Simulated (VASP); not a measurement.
A run of VASP 6.6.1 is set up as follows.

The input INCAR:

```
SYSTEM = Ta3N
ALGO = Normal ; EDIFF = 1E-6
ENCUT = 520 ; GGA = PE
ISIF = 2 ; ISMEAR = 0
LASPH = .TRUE. ; LCHARG = .FALSE.
LREAL = .FALSE. ; LWAVE = .FALSE.
NBANDS = 27 ; NELM = 100
PREC = Accurate ; SIGMA = 0.15
```

Contents of KPOINTS:

```
k-points
0
G
  18 18 6
  0 0 0
```

File POSCAR:

```
Ta3N
1.0
    3.0217748255      0.0000000000      0.0000000000
   -1.5108874128      2.6169337634      0.0196270032
    0.0000000000      0.0566819114      7.5575881873
Ta N
3 1
Direct
    0.0000000000      0.0000000000      0.5000000000
    0.3333333333      0.6666666667      0.1735950547
    0.6666666667      0.3333333333      0.8264049453
    0.0000000000      0.0000000000      0.0000000000
```

Potentials or basis: VASP PAW PBE potentials, release 64 (Ta_pv, N).

Launch:

```console
$ cat potpaw_PBE.64/Ta_pv/POTCAR potpaw_PBE.64/N/POTCAR > POTCAR
$ mpirun -np 1 vasp_std > vasp.out
```

**Question.** Predict the pressure.

**Answer.** 0.3 GPa.

**Question.** What does it give for the largest force?

**Answer.** 0.107 eV/Å.

**Question.** What does it give for the band gap on the k mesh?

**Answer.** Zero (bands 19 and 20 overlap by 0.81 eV).

Forces on the atoms (eV/Å):
```
Ta   0.000  0.000  0.000
Ta   0.000 -0.094  0.051
Ta   0.000  0.094 -0.051
N    0.000  0.000  0.000
```

Caveat: the cell differs from its parent crystal (strain +0.0150 x Voigt [0, 0, 0, 1, 0, 0]); spin-orbit coupling is left out, which moves the levels of the heavy elements.
